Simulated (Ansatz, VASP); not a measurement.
**Two plane-wave programs on Zn**

```
Zn
1.0
    15.00000    0.00000    0.00000
     0.00000   15.50000    0.00000
     0.00000    0.00000   16.00000
Zn
1
Direct
  0.50000 0.50000 0.50000
```

Alike in both runs: task single point; functional PBE; k mesh 1 × 1 × 1; occupations gaussian, width 0.005 eV; no spin polarisation.

```csv
,VASP,Ansatz
version,VASP 6.6.1,Ansatz 0.2.0
potentials or method,"VASP PAW PBE potentials, release 64 (Zn), cutoff 400 eV","scalar-relativistic, plane waves, PAW"
valence electrons in the cell,12,12
```

```tsv
	VASP	Ansatz	Ansatz less VASP
gap on the k mesh at the Fermi level (eV)	4.87	4.86	-0.004
```

The functional is the same, so the differences come from potentials, cutoffs and numerics.
